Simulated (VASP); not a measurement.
AlN:

```
CELL_PARAMETERS angstrom
2.81076 0.00000 0.00000
-1.40538 2.43419 0.00000
0.00000 0.00000 4.80325
ATOMIC_POSITIONS crystal
Al 0.00000 0.00000 0.00000
Al 0.00000 0.00000 0.50000
N 0.33333 0.66667 0.25000
N 0.66667 0.33333 0.75000
```

This cell differs from its parent crystal: strain -0.8%.

Base run:

```yaml
Program: VASP 6.6.1
Functional: PBE
Potentials_or_basis: VASP PAW PBE potentials, release 64 (Al, N)
Cutoff: 520 eV
k_mesh: 12 × 12 × 6
Occupations: fermi-dirac, width 0.02 eV
Spin: no spin polarisation
```

Its results: band gap on the k mesh 5.08 eV (least direct gap 5.52 eV); pressure 12.5 GPa.

Problem. The run is repeated on the same cell with these changes: functional from PBE to r2SCAN; occupations from fermi-dirac, width 0.02 eV to gaussian, width 0.01 eV. What comes out?

Solution. Band gap on the k mesh 5.86 eV (least direct gap 6.31 eV); pressure 5.7 GPa.

Caveats: the cell stands under pressure; the PAW data sets were made with another functional, which shifts forces and pressure a little (at least some runs).

A k mesh can miss the band edges.
